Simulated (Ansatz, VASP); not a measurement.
# Te in VASP and in Ansatz

```
Te
1.0
    -1.44250    1.44250    1.44250
     1.44250   -1.44250    1.44250
     1.44250    1.44250   -1.44250
Te
1
Cartesian
  0.0000 0.0000 0.0000
```

Change from the starting cell: volume scaled by 0.45, PAW files.

Alike in both runs: task single point; functional LDA; k mesh 15 × 15 × 15; occupations fermi-dirac, width 0.1 eV; no spin polarisation.

|  | VASP | Ansatz |
| --- | --- | --- |
| version | VASP 6.6.1 | Ansatz 0.2.0 |
| potentials or method | VASP PAW LDA potentials, release 64 (Te) | PAW with Ansatz's default frozen-core files, scalar-relativistic |
| plane-wave cutoff (eV) | 520 | 420 |
| valence electrons in the cell | 6 | 16 |

```tsv
	VASP	Ansatz	Ansatz less VASP
pressure (GPa)	340.3	331.9	-8.34
```

LDA's correlation is that of Perdew and Zunger in VASP and of Perdew and Wang (1992) in Ansatz. Both programs put the cell under a high pressure, so it lies far from rest at this level. VASP's potentials hold 6 valence electrons a cell and Ansatz's 16, so a difference there can come from the potentials and not from the codes.

Neither program's run includes spin-orbit coupling. Noted on VASP's run: the cell as given lies far from equilibrium.
